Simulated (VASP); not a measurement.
# Si8N (a cell with a defect) in VASP: single point with PBE

Aim: the single point of Si8N (a cell with a defect) with PBE.

All numbers are computed with VASP 6.6.1; they aren't measurements. Logs are shortened: lines on timing, memory, paths and dates and some standing lists are left out, and cuts for length are marked.

## Step 1: The cell of the first run

The cell holds a defect, 9 atoms: a = 5.770 Å, b = 5.770 Å, c = 5.770 Å, α = 109.85°, β = 109.85°, γ = 109.85°.

## Step 2: Single point, PBE

INCAR reads:

```
SYSTEM = Si8N
PREC     = Accurate       ! precision mode
ENCUT    = 520            ! plane-wave cutoff, eV
EDIFF    = 1E-6           ! SCF threshold, eV
ISMEAR   = 0              ! smearing method
SIGMA    = 0.15           ! smearing width, eV
LREAL    = .False.        ! projectors in reciprocal space
LASPH    = .True.         ! aspherical terms in the spheres
NELM     = 80             ! most SCF steps
ALGO     = Normal         ! electronic algorithm
ISIF     = 2              ! what is computed and relaxed
LWAVE    = .False.        ! write WAVECAR
LCHARG   = .False.        ! write CHGCAR
GGA      = PE             ! functional
NBANDS   = 28             ! bands
```

KPOINTS reads:

```
Automatic mesh
0
Gamma
  6 6 6
  0 0 0
```

POSCAR reads:

```
Si8N
1.0
    4.7218258405      2.7261474201      1.8874557466
   -4.7218258405      2.7261474201      1.8874557466
    0.0000000000     -5.4522948402      1.8874557466
Si N
8 1
Direct
    0.0198044603      0.7179030939      0.5216794332
    0.9801955397      0.2820969061      0.4783205668
    0.7140043589      0.7140043589      0.7140043589
    0.2820969061      0.4783205668      0.9801955397
    0.4783205668      0.9801955397      0.2820969061
    0.7179030939      0.5216794332      0.0198044603
    0.2859956411      0.2859956411      0.2859956411
    0.5216794332      0.0198044603      0.7179030939
   -0.1154302395      0.0216794332     -1.3135288730
```

Potentials or basis: VASP PAW PBE potentials, release 64 (Si, N).

The run is started by

```sh
cat potpaw_PBE.64/Si/POTCAR potpaw_PBE.64/N/POTCAR > POTCAR
mpirun -np 1 vasp_std > vasp.out
```

OUTCAR:

```text
SYSTEM = Si8N
   PREC = Accurate
   ENCUT = 520
   EDIFF = 1E-6
   ISMEAR = 0
   LREAL = .False.
   LASPH = .True.
   NELM = 80
   ISIF = 2
   GGA = PE

 ion  position               nearest neighbor table
   1  0.020  0.718  0.522-   9 2.21   2 2.36   3 2.38   8 2.39   6 2.39
   2  0.980  0.282  0.478-   9 2.26   1 2.36   7 2.38   5 2.39   4 2.39
   3  0.714  0.714  0.714-   9 1.80   8 2.38   1 2.38   6 2.38   7 2.42
   4  0.282  0.478  0.980-   9 2.30   6 2.36   7 2.38   5 2.39   2 2.39
   5  0.478  0.980  0.282-   8 2.36   7 2.38   4 2.39   2 2.39
   6  0.718  0.522  0.020-   4 2.36   3 2.38   8 2.39   1 2.39
   7  0.286  0.286  0.286-   5 2.38   2 2.38   4 2.38   3 2.42
   8  0.522  0.020  0.718-   9 2.16   5 2.36   3 2.38   6 2.39   1 2.39
   9  0.885  0.022  0.686-   3 1.80   8 2.16   1 2.21   2 2.26   4 2.30

  LATTYP: Found a trigonal (rhomboedric) cell.
 ALAT       =     5.7697494070
 COS(alpha) =    -0.3394793489

  Lattice vectors:

 A1 = (   4.7218258405,   2.7261474201,   1.8874557466)
 A2 = (  -4.7218258405,   2.7261474201,   1.8874557466)
 A3 = (   0.0000000000,  -5.4522948402,   1.8874557466)

Analysis of symmetry for initial positions (statically):
=====================================================================
 Subroutine PRICEL returns:
 Original cell was already a primitive cell.

 Routine SETGRP: Setting up the symmetry group for a
 trigonal (rhombohedral) supercell.

 Subroutine GETGRP returns: Found  1 space group operations
 (whereof  1 operations were pure point group operations)
 out of a pool of 12 trial point group operations.

The static configuration has the point symmetry C_1 .

Analysis of symmetry for dynamics (positions and initial velocities):
=====================================================================
 Subroutine PRICEL returns:
 Original cell was already a primitive cell.

 Routine SETGRP: Setting up the symmetry group for a
 trigonal (rhombohedral) supercell.

 Subroutine GETGRP returns: Found  1 space group operations
 (whereof  1 operations were pure point group operations)
 out of a pool of 12 trial point group operations.

The dynamic configuration has the point symmetry C_1 .

 Subroutine INISYM returns: Found  1 space group operations
 (whereof  1 operations are pure point group operations),
 and found     1 'primitive' translations

----------------------------------------------------------------------------------------

                                     Primitive cell

  volume of cell :     145.7764

  direct lattice vectors                    reciprocal lattice vectors
     4.721825841  2.726147420  1.887455747     0.105891241  0.061136337  0.176604582
    -4.721825841  2.726147420  1.887455747    -0.105891241  0.061136337  0.176604582
     0.000000000 -5.452294840  1.887455747     0.000000000 -0.122272673  0.176604582

  length of vectors
     5.769749407  5.769749407  5.769749407     0.214801734  0.214801734  0.214801734

  position of ions in fractional coordinates (direct lattice)
     0.019804460  0.717903094  0.521679433
     0.980195540  0.282096906  0.478320567
     0.714004359  0.714004359  0.714004359
     0.282096906  0.478320567  0.980195540
     0.478320567  0.980195540  0.282096906
     0.717903094  0.521679433  0.019804460
     0.285995641  0.285995641  0.285995641
     0.521679433  0.019804460  0.717903094
     0.884569760  0.021679433  0.686471127

  ion indices of the primitive-cell ions
   primitive index   ion index
                 1           1
                 2           2
                 3           3
                 4           4
                 5           5
                 6           6
                 7           7
                 8           8
                 9           9

----------------------------------------------------------------------------------------

 KPOINTS: Automatic mesh

Automatic generation of k-mesh.
 Grid dimensions read from file:
 generate k-points for:    6    6    6

 Generating k-lattice:

  Cartesian coordinates                     Fractional coordinates (reciprocal lattice)
     0.017648540  0.010189389  0.029434097     0.166666667  0.000000000  0.000000000
    -0.017648540  0.010189389  0.029434097     0.000000000  0.166666667  0.000000000
     0.000000000 -0.020378779  0.029434097     0.000000000  0.000000000  0.166666667

  Length of vectors
     0.035800289  0.035800289  0.035800289

  Shift w.r.t. Gamma in fractional coordinates (k-lattice)
     0.000000000  0.000000000  0.000000000

 Subroutine IBZKPT returns following result:
 ===========================================

 Found    112 irreducible k-points:

 Following reciprocal coordinates:
            Coordinates               Weight
  0.000000  0.000000  0.000000      1.000000
  0.166667  0.000000 -0.000000      2.000000
  0.000000  0.166667 -0.000000      2.000000
 -0.000000 -0.000000  0.166667      2.000000
  0.333333  0.000000  0.000000      2.000000
  0.000000  0.333333  0.000000      2.000000
[... 16 lines left out ...]
 -0.166667  0.500000  0.000000      2.000000
  0.166667  0.000000  0.500000      2.000000
 [... further k-points ...]
   k-points           NKPTS =    112   k-points in BZ     NKDIM =    112   number of bands    NBANDS=     28
   number of dos      NEDOS =    301   number of ions     NIONS =      9
   total plane-waves  NPLWV = 110592
   dimension x,y,z NGX =    48 NGY =   48 NGZ =   48
   dimension x,y,z NGXF=    96 NGYF=   96 NGZF=   96
   ions per type =               8   1
   NGX,Y,Z   is equivalent  to a cutoff of  13.83, 13.83, 13.83 a.u.
   NGXF,Y,Z  is equivalent  to a cutoff of  27.66, 27.66, 27.66 a.u.
 SYSTEM =  Si8N
   PREC   = accura    normal or accurate (medium, high low for compatibility)
   ISTART =      0    job   : 0-new  1-cont  2-samecut
   ICHARG =      2    charge: 1-file 2-atom 10-const
   ISPIN  =      1    spin polarized calculation?
   LNONCOLLINEAR =      F non collinear calculations
   LSORBIT =      F    spin-orbit coupling
   LASPH  =      T    aspherical Exc in radial PAW
   ENCUT  =  520.0 eV  38.22 Ry    6.18 a.u.  10.73 10.73 10.73*2*pi/ulx,y,z
   NELM   =     80;   NELMIN=  2; NELMDL= -5     # of ELM steps
   EDIFF  = 0.1E-05   stopping-criterion for ELM
   LREAL  =      F    real-space projection
   EDIFFG = 0.1E-04   stopping-criterion for IOM
   NSW    =      0    number of steps for IOM
   IBRION =     -1    ionic relax: 0-MD 1-quasi-New 2-CG
   NFREE  =      0    steps in history (QN), initial steepest desc. (CG)
   ISIF   =      2    stress and relaxation
   ISYM   =      2    0-nonsym 1-usesym 2-fastsym
   POTIM  = 0.5000    time-step for ionic-motion
   TEBEG  =    0.0;   TEEND  =   0.0 temperature during run
   PSTRESS=    0.0 pullay stress
   NELECT =      37.0000    total number of electrons
   NUPDOWN=      -1.0000    fix difference up-down
   EMIN   =  10.00;   EMAX   =-10.00  energy-range for DOS
   EFERMI =   0.00;   METHOD = LEGACY
   ISMEAR =     0;   SIGMA  =   0.15  broadening in eV -4-tet -1-fermi 0-gaus
   EFERMI_NEDOS =   21; number of points for ismear=-14 and -15
   IALGO  =     38    algorithm
   IMIX   =      4    mixing-type and parameters
     AMIX     =   0.40;   BMIX     =  1.00
     AMIX_MAG =   1.60;   BMIX_MAG =  1.00
  volume/ion in A,a.u.               =      16.20       109.31
  Fermi-wavevector in a.u.,A,eV,Ry     =   1.036525  1.958748 14.617873  1.074383
  Thomas-Fermi vector in A             =   2.170919
   LORBIT       =      0    0 simple, 1 ext, 2 COOP (PROOUT), +10 PAW based schemes
   GGA     = PE    functional components
   LHFCALC =     F    Hartree Fock is set to
   AEXX    =    0.0000 exact exchange contribution
   IVDW    =     0    specifies the selected vdW correction
   LEPSILON=     F    determine dielectric tensor
   LRPA    =     F    only Hartree local field effects (RPA)
 non-spin polarized calculation
 Gauss-broadening in eV      SIGMA  =   0.15
  energy-cutoff  :      520.00
  volume of cell :      145.78
 maximum number of plane-waves:      3961
 NGX is ok and might be reduce to    48
   NGX = 21   NGY = 21   NGZ = 21

 number of electron      36.9999999 magnetization

 Free energy of the ion-electron system (eV)
  ---------------------------------------------------
  ext. energy  EPLUGINS =         0.00000000
  ---------------------------------------------------
  free energy    TOTEN  =       -47.31840632 eV

  energy without entropy =      -47.28226474  energy(sigma->0) =      -47.30033553

 E-fermi :   7.4205     XC(G=0): -10.2962

 val. band max:        7.4143182936   @ k =  -0.3333   0.3333  -0.1667
 cond. band min:       7.4228452108   @ k =   0.5000   0.3333  -0.1667
 fundamental gap:      0.0085269172
 Fermi energy:         7.4204750319

 k-point     1 :       0.0000    0.0000    0.0000
  band No.  band energies     occupation
      1      -8.9145      2.00000
      2      -4.1539      2.00000
      3      -1.8202      2.00000
      4      -1.2477      2.00000
      5      -0.5590      2.00000
      6      -0.4330      2.00000
[... 20 lines left out ...]
     27      12.4899      0.00000
     28      12.5296      0.00000

 k-point     2 :       0.1667    0.0000   -0.0000
  band No.  band energies     occupation
      1      -8.8848      2.00000
      2      -4.1618      2.00000
      3      -1.9308      2.00000
      4      -1.5992      2.00000
      5      -0.8049      2.00000
      6      -0.4784      2.00000
[... 20 lines left out ...]
     27      12.2419      0.00000
     28      12.3902      0.00000

 k-point     3 :       0.0000    0.1667   -0.0000
  band No.  band energies     occupation
      1      -8.8844      2.00000
      2      -4.2051      2.00000
      3      -1.7924      2.00000
      4      -1.4351      2.00000
      5      -0.8733      2.00000
      6      -0.6077      2.00000
[... 616 lines left out ...]
      3      -2.7791      2.00000
      4      -1.8714      2.00000
      5      -0.9668      2.00000
      6      -0.3223      2.00000
[... 20 lines left out ...]
     27      11.6069      0.00000
     28      12.1592      0.00000

 k-point    24 :       0.1667    0.0000    0.5000
  band No.  band energies     occupation
      1      -8.8134      2.00000
      2      -3.6453      2.00000
      3      -3.0273      2.00000
      4      -2.1102      2.00000
      5      -1.6588      2.00000
      6      -0.2484      2.00000
[... 20 lines left out ...]
     27      11.6387      0.00000
     28      12.0926      0.00000

 [... further k-points ...]

------------------------ aborting loop because EDIFF is reached ----------------------------------------

  FORCE on cell =-STRESS in cart. coord.  units (eV):
  Direction    XX          YY          ZZ          XY          YZ          ZX
  --------------------------------------------------------------------------------------
  -------------------------------------------------------------------------------------
  Total        2.8250454      3.0375091      2.6354177     -1.3495884     -0.3948946      1.3153035
  in kB       31.0490759     33.3841901     28.9649449    -14.8328491     -4.3401474     14.4560362
  external PRESSURE =      31.1327370 kB  Pullay stress =       0.0000000 kB

 VOLUME and BASIS-vectors are now :
 -----------------------------------------------------------------------------
  energy-cutoff  :      520.00
  volume of cell :      145.78
      direct lattice vectors                 reciprocal lattice vectors
     4.721825841  2.726147420  1.887455747     0.105891241  0.061136337  0.176604582
    -4.721825841  2.726147420  1.887455747    -0.105891241  0.061136337  0.176604582
     0.000000000 -5.452294840  1.887455747     0.000000000 -0.122272673  0.176604582

 POSITION                                       TOTAL-FORCE (eV/Angst)
 -----------------------------------------------------------------------------------
     -3.29630     -0.83325      2.37704        -1.050968      0.794433      0.149515
      3.29630      0.83325      3.28533         0.125451     -0.592155     -0.184464
      0.00000      0.00000      4.04295         0.020552     -1.300625     -0.511290
     -0.92653     -3.27130      3.28533        -0.104122     -0.192047     -0.270331
     -2.36977      2.43805      3.28533        -0.368209      0.355323     -0.115227
      0.92653      3.27130      2.37704         0.258552      0.014584      0.231767
      0.00000      0.00000      1.61941        -0.163549      0.277052      0.310393
      2.36977     -2.43805      2.37704        -0.101709      0.074861      0.317060
      4.07442     -1.27227      3.00619         1.384003      0.568575      0.072577
 -----------------------------------------------------------------------------------
    total drift:                               -0.000041     -0.000207     -0.000244

  FREE ENERGIE OF THE ION-ELECTRON SYSTEM (eV)
  ---------------------------------------------------
  free  energy   TOTEN  =       -47.3184063229 eV

  energy  without entropy=      -47.2822647372  energy(sigma->0) =      -47.30033553
```

Run time: 3.9 min. Hardware: 1 thread of Intel Xeon 6975P-C (Granite Rapids), shared host; peak memory 0.53 GiB.

Results:

| Item | Value |
| --- | --- |
| Free energy | -47.3184 eV |
| Pressure | 3.1 GPa |
| Largest force | 1.498 eV/Å |
| Band gap on the k mesh | zero (an odd number of electrons rules out a gap without spin polarisation) |

Forces in eV/Å, atoms in the order of the input:
```
Si  -1.051  0.794  0.150
Si   0.125 -0.592 -0.184
Si   0.021 -1.301 -0.511
Si  -0.104 -0.192 -0.270
Si  -0.368  0.355 -0.115
Si   0.259  0.015  0.232
Si  -0.164  0.277  0.310
Si  -0.102  0.075  0.317
N    1.384  0.569  0.073
```

Levels at points of the mesh, in eV from the Fermi level:
```csv
k point,band 17,band 18,band 19,band 20,band 21,band 22
"(0.00, 0.00, 0.00)",-0.88,-0.55,0.35,1.11,2.18,2.75
"(0.50, 0.00, 0.00)",-1.37,-0.67,-0.42,0.08,1.72,2.07
"(0.00, 0.50, 0.00)",-1.46,-0.71,-0.13,1.21,1.63,2.05
"(0.00, 0.00, 0.50)",-1.29,-0.64,-0.02,0.57,1.14,2.05
"(0.50, 0.50, 0.00)",-1.18,-1.08,-0.21,0.37,1.07,1.80
"(0.50, 0.00, 0.50)",-1.56,-1.15,0.04,0.45,1.09,1.40
"(0.00, 0.50, 0.50)",-1.62,-0.94,0.42,0.61,1.37,1.58
"(0.50, 0.50, 0.50)",-0.72,-0.52,0.10,0.97,2.18,2.48
```

Caveat: an odd number of electrons without spin polarisation forces a metal; a magnetic or distorted state may lie lower.
